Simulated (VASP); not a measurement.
# Fe (Im-3m) in VASP: further runs, part 2 of 2

VASP 6.6.1. Earlier steps stand in the parts before.

## 6. Single point, LDA, collinear spin, ferromagnetic start (volume scaled by 0.96)

File INCAR:

```
SYSTEM = Fe
PREC = Accurate
ENCUT = 520
EDIFF = 1E-6
ISMEAR = -1
SIGMA = 0.05
LREAL = .False.
LASPH = .True.
NELM = 150
ALGO = Normal
ISIF = 2
LWAVE = .False.
LCHARG = .False.
ISPIN = 2
MAGMOM = 3
LORBIT = 11
LMAXMIX = 4
GGA = CA
NBANDS = 14
```

File KPOINTS:

```
regular mesh
0
Gamma
  13 13 13
  0 0 0
```

File POSCAR:

```
Fe
1.0
   -1.4234976093      1.4234976093      1.4234976093
    1.4234976093     -1.4234976093      1.4234976093
    1.4234976093      1.4234976093     -1.4234976093
Fe
1
Direct
    0.0000000000      0.0000000000      0.0000000000
```

Potentials or basis: VASP PAW LDA potentials, release 64 (Fe).

Run with:

```bash
> cat potpaw_LDA.64/Fe/POTCAR > POTCAR
> mpirun -np 1 vasp_std > vasp.out
```

OUTCAR:

```text
SYSTEM = Fe
   PREC = Accurate
   ENCUT = 520
   EDIFF = 1E-6
   ISMEAR = -1
   LREAL = .False.
   LASPH = .True.
   NELM = 150
   ISIF = 2
   ISPIN = 2
   LORBIT = 11
   GGA = CA

 ion  position               nearest neighbor table
   1  0.000  0.000  0.000-

  LATTYP: Found a body centered cubic cell.
 ALAT       =     2.8469952186

  Lattice vectors:

 A1 = (  -1.4234976093,   1.4234976093,   1.4234976093)
 A2 = (   1.4234976093,  -1.4234976093,   1.4234976093)
 A3 = (   1.4234976093,   1.4234976093,  -1.4234976093)

Analysis of symmetry for initial positions (statically):
=====================================================================
 Subroutine PRICEL returns:
 Original cell was already a primitive cell.

 Routine SETGRP: Setting up the symmetry group for a
 body centered cubic supercell.

 Subroutine GETGRP returns: Found 48 space group operations
 (whereof 48 operations were pure point group operations)
 out of a pool of 48 trial point group operations.

The static configuration has the point symmetry O_h .

Analysis of symmetry for dynamics (positions and initial velocities):
=====================================================================
[... 598 lines left out ...]
      7      30.3803      0.00000
      8      30.3803      0.00000
      9      30.3803      0.00000
     10      35.7263      0.00000
     11      35.7263      0.00000
     12      38.1520      0.00000
     13      38.1520      0.00000
     14      38.1520      0.00000
[... 379 lines left out ...]
      3       4.2948      1.00000
      4       6.6563      0.00000
      5       6.9321      0.00000
      6       7.4620      0.00000
      7      19.5557      0.00000
      8      23.3285      0.00000
      9      25.2410      0.00000
     10      32.3068      0.00000
     11      36.5783      0.00000
     12      38.5995      0.00000
     13      40.5172      0.00000
     14      43.9589      0.00000

 [... further k-points ...]
[... 5 lines left out ...]
  --------------------------------------------------------------------------------------
  -------------------------------------------------------------------------------------
  Total       -1.5513227     -1.5513227     -1.5513227      0.0000000     -0.0000000      0.0000000
  in kB     -215.4182631   -215.4182631   -215.4182631      0.0000000     -0.0000000      0.0000000
  external PRESSURE =    -215.4182631 kB  Pullay stress =       0.0000000 kB

 VOLUME and BASIS-vectors are now :
 -----------------------------------------------------------------------------
  energy-cutoff  :      520.00
  volume of cell :       11.54
      direct lattice vectors                 reciprocal lattice vectors
    -1.423497609  1.423497609  1.423497609     0.000000000  0.351247516  0.351247516
     1.423497609 -1.423497609  1.423497609     0.351247516  0.000000000  0.351247516
     1.423497609  1.423497609 -1.423497609     0.351247516  0.351247516  0.000000000

 POSITION                                       TOTAL-FORCE (eV/Angst)
 -----------------------------------------------------------------------------------
      0.00000      0.00000      0.00000        -0.000000      0.000000      0.000000
 -----------------------------------------------------------------------------------
    total drift:                                0.000000      0.000000      0.000000

  FREE ENERGIE OF THE ION-ELECTRON SYSTEM (eV)
  ---------------------------------------------------
  free  energy   TOTEN  =        -9.1428463238 eV

  energy  without entropy=       -9.1333150910  energy(sigma->0) =       -9.13808071

 total charge

# of ion       s       p       d       tot
------------------------------------------
    1        0.481   0.520   6.246   7.248

 magnetization (x)

# of ion       s       p       d       tot
------------------------------------------
    1       -0.012  -0.038   2.122   2.072
```

stdout:

```text
POSCAR found type information on POSCAR Fe
 POSCAR found :  1 types and       1 ions
 scaLAPACK will be used
 LDA part: xc-table for (Slater(with rela. corr.)+CA(PZ))
 , standard interpolation
 POSCAR, INCAR and KPOINTS ok, starting setup
 FFT: planning ... GRIDC
 FFT: planning ... GRID_SOFT
 FFT: planning ... GRID
 WAVECAR not read
 entering main loop
```

Wall time 12 s (1 thread of Intel Xeon 6975P-C, shared host); peak memory 0.13 GiB.

Results:

```
Free energy                                           : -9.1428 eV
Pressure                                              : -21.5 GPa
Net moment                                            : 2.09 μB per cell
Site moments                                          : Fe +2.07 μB
Valence electrons inside the program's atomic spheres : Fe 7.25
```

Levels at points of the mesh, in eV from the Fermi level:
Spin up:
```
           k point  band 3  band 4  band 5  band 6  band 7  band 8
(0.00, 0.00, 0.00)   -2.25   -2.25   -0.94   -0.94   24.71   24.71
```
Spin down:
```tsv
k point	band 1	band 2	band 3	band 4	band 5	band 6	band 7
(0.00, 0.00, 0.00)	-8.09	-0.54	-0.54	-0.54	1.27	1.27	24.84
```

Caveat: the cell differs from its parent crystal (volume scaled by 0.96).

## 7. Overview

```tsv
task	level	potentials or basis	cell	cutoff (eV)	gap on the mesh (eV)	pressure (GPa)	moment (μB)	relaxed volume (Å³/atom)
single point	BLYP	VASP PAW PBE potentials, release 64 (Fe)	a = 2.485 Å, angles 109.5°, 1 atom	520	none	0.4	2.18	-
relaxation of cell and atoms	BLYP	VASP PAW PBE potentials, release 64 (Fe)	relaxed from a = 2.499 Å, angles 109.5°, 1 atom	600	none	0.0	2.18	11.84
relaxation of cell and atoms	RPBE+D3(BJ)	VASP PAW PBE potentials, release 64 (Fe)	relaxed from a = 2.499 Å, angles 109.5°, 1 atom	600	none	0.0	2.02	10.25
single point	LDA	VASP PAW LDA potentials, release 64 (Fe)	a = 2.448 Å, angles 109.5°, 1 atom	520	none	-18.4	2.06	-
single point	LDA	VASP PAW LDA potentials, release 64 (Fe)	a = 2.466 Å, angles 109.5°, 1 atom	520	none	-21.5	2.09	-
```

Alike in all rows: spin collinear, ferromagnetic start; k mesh 13 × 13 × 13; smearing fermi-dirac 0.05 eV.

Caveats: the PAW data sets were made with another functional, which shifts forces and pressure a little (some runs); the volume moved by -15 % from the deposited cell, more than functionals usually miss (some runs); pairwise dispersion overbinds metals, which lowers pressure and volume (some runs).

Absolute energies hang on the potentials; compare differences alone.
